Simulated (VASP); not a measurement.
Write the native input for VASP 6.6.1 that does the following.

| Item | Value |
| --- | --- |
| Task | single point |
| Functional | PBE |
| Dispersion | D3(BJ) |
| Potentials or basis | VASP PAW PBE potentials, release 64 (C) |
| Cutoff | 520 eV |
| k mesh | 15 × 15 × 1 |
| Occupations | gaussian, width 0.1 eV |
| Spin | no spin polarisation |
| Dipole correction | yes |
| Further INCAR settings | ALGO = Normal; EDIFF = 1e-06; NBANDS = 16 |

The structure of C lies in POSCAR:

```
C
1.0
    2.4656524409      0.0000000000      0.0000000000
   -1.2328262205      2.1353176508      0.0000000000
    0.0000000000      0.0000000000     17.5000663883
C
4
Direct
    0.6666666667      0.3333333333      0.2571437784
    0.3333333333      0.6666666667      0.2571418816
    0.8333333333      0.6666666667      0.4291450227
    0.5000000000      1.0000000000      0.4291431259
```

These files were run (other wordings do the same):

INCAR

```
PREC = Accurate ; ENCUT = 520
EDIFF = 1E-6 ; ISMEAR = 0
SIGMA = 0.1 ; LREAL = False
LASPH = True ; NELM = 80
ALGO = Normal ; ISIF = 2
LWAVE = False ; LCHARG = False
LDIPOL = True ; IDIPOL = 3
DIPOL = 0.5 0.5 0.343 ; GGA = PE
IVDW = 12 ; NBANDS = 16
```

KPOINTS

```
regular mesh
0
Gamma
  15 15 1
```

Potentials or basis: VASP PAW PBE potentials, release 64 (C).

The run is started by

```bash
$ cat potpaw_PBE.64/C/POTCAR > POTCAR
$ mpirun -np 1 vasp_std > vasp.out
```

It gave:

```yaml
Largest_force: 0.193 eV/Å
Band_gap_on_the_k_mesh: 0.80 eV, direct
Dispersion_energy_per_atom: -0.129 eV
```

It took 64 s on 1 thread of Intel(R) Xeon(R) 6975P-C (Granite Rapids), with other jobs on the host, peak memory 0.24 GiB.
